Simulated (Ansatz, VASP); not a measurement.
Given: the input of a run of Ansatz 0.2.0 on Pb.

The input input.yaml:

```yaml
crystal:
  lattice:
    - [0.0, 2.4244952108, 2.4244952108]
    - [2.4244952108, 0.0, 2.4244952108]
    - [2.4244952108, 2.4244952108, 0.0]
  atoms:
    - { symbol: Pb, position: [0.0, 0.0, 0.0] }
kpoints:
  mp_grid: { grid: [9, 9, 9] }
scf:
  occupations: { method: fermi_dirac, width: 0.05 }
hamiltonian:
  xc: lda
  pseudopotentials: { kind: all_electron, lapw: { basis_error: 0.001 } }
output:
  forces: true
  stress: true
  eigenvalues: true
```

Potentials or basis: all-electron LAPW, scalar-relativistic.

Command:

```console
$ ansatz run input.yaml --threads 1 --pin off --max-ram 3072MiB --backend cpu --events-out ev --progress --plain --runs-dir out
```

Problem. Set up the same calculation for VASP 6.6.1. Potentials there: VASP PAW LDA potentials, release 64 (Pb_d).

Solution. As run (the cutoff follows the program's own potentials):

The input INCAR:

```
SYSTEM = Pb
  PREC = Accurate
  ENCUT = 520
  EDIFF = 1E-6
  ISMEAR = -1
  SIGMA = 0.05
  LREAL = .FALSE.
  LASPH = .TRUE.
  NELM = 80
  ALGO = Normal
  ISIF = 2
  LWAVE = .FALSE.
  LCHARG = .FALSE.
  GGA = CA
  NBANDS = 13
```

KPOINTS

```
regular mesh
0
G
  9 9 9
  0 0 0
```

Contents of POSCAR:

```
Pb
1.0
    0.0000000000      2.4244952108      2.4244952108
    2.4244952108      0.0000000000      2.4244952108
    2.4244952108      2.4244952108      0.0000000000
Pb
1
Direct
    0.0000000000      0.0000000000      0.0000000000
```

Potentials or basis: VASP PAW LDA potentials, release 64 (Pb_d).

The run is started by

```sh
$ cat potpaw_LDA.64/Pb_d/POTCAR > POTCAR
$ mpirun -np 1 vasp_std > vasp.out
```

Both were run:

|  | VASP | Ansatz | Ansatz less VASP |
| --- | --- | --- | --- |
| gap on the k mesh at the Fermi level (eV) | none | none | - |
| pressure (GPa) | 1.1 | 1.0 | -0.09 |

LDA's correlation is that of Perdew and Zunger in VASP and of Perdew and Wang (1992) in Ansatz. A gap of «none» marks a metal or a gap that the smearing closes. Ansatz ran all-electron here, and VASP with PAW potentials.

Neither program's run includes spin-orbit coupling.
